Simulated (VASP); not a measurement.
**Si: single point with LDA**

The system is Si.

```
Si
1.0
     3.88174    0.00000    0.00000
    -1.94087    3.36168    0.00000
     0.00000    0.00000    6.41596
Si
4
Cartesian
  1.9409 1.1206 6.0117
  0.0000 2.2411 2.8037
  1.9409 1.1206 3.6122
  0.0000 2.2411 0.4043
```

This cell differs from its parent crystal: volume scaled by 1.04.

```json
{"Program": "VASP 6.6.1", "Task": "single point", "Functional": "LDA", "Potentials or basis": "VASP PAW LDA potentials, release 64 (Si)", "Cutoff": "520 eV", "k mesh": "8 × 8 × 4", "Occupations": "fermi-dirac, width 0.05 eV", "Spin": "no spin polarisation", "Dipole correction": "no", "Further INCAR settings": "ALGO = Normal; EDIFF = 1e-06; NBANDS = 16"}
```

```json
{
 "Pressure": "-5.2 GPa",
 "Largest force": "0.030 eV/Å",
 "Band gap on the k mesh": "0.39 eV, indirect (least direct gap 0.82 eV)"
}
```

Forces on the atoms (eV/Å):
```
Si   0.000  0.000  0.030
Si   0.000  0.000  0.030
Si   0.000  0.000 -0.030
Si   0.000  0.000 -0.030
```

Levels at points of the mesh, in eV from the valence-band top:
```
           k point  band 5  band 6  band 7  band 8  band 9  band 10  band 11  band 12
(0.00, 0.00, 0.00)   -1.46   -0.33    0.00    0.00    0.82     1.98     1.98     2.17
(0.50, 0.00, 0.00)   -4.50   -2.94   -2.87   -1.38    0.39     2.20     2.93     3.10
(0.00, 0.00, 0.50)   -0.89   -0.89   -0.89   -0.89    1.60     1.60     2.94     2.94
(0.50, 0.00, 0.50)   -2.38   -2.38   -2.32   -2.32    0.80     0.80     1.66     1.66
```

Wall time 46 s on 1 thread of AMD EPYC 7R13, with other jobs on the host, peak memory 0.14 GiB.

 A k mesh can miss the band edges.
